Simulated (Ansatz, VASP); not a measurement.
## Bi in VASP and in Ansatz

```
Bi
1.0
     4.55800    0.00000    0.00000
    -2.27900    3.94734    0.00000
     0.00000    0.00000   28.00000
Bi
2
Cartesian
  0.0000 2.6316 14.7395
  2.2790 1.3158 13.2605
```

Alike in both runs: task single point; functional PBE; k mesh 9 × 9 × 1; occupations gaussian, width 0.02 eV; no spin polarisation.

|  | VASP | Ansatz |
| --- | --- | --- |
| version | VASP 6.6.1 | Ansatz 0.2.0 |
| potentials or method | VASP PAW PBE potentials, release 64 (Bi_d), cutoff 520 eV | scalar-relativistic, plane waves, PAW |
| valence electrons in the cell | 30 | 30 |

|  | VASP | Ansatz | Ansatz less VASP |
| --- | --- | --- | --- |
| gap on the k mesh at the Fermi level (eV) | 0.03 | 0.03 | 0.000 |
| least direct gap on the mesh (eV) | 0.11 | 0.08 | -0.030 |
| rms of the force components (eV/Å) | 0.610 | 0.597 | -0.0128 |

Atom by atom the forces differ by 0.013 eV/Å (rms over components).

Neither program's run includes spin-orbit coupling.
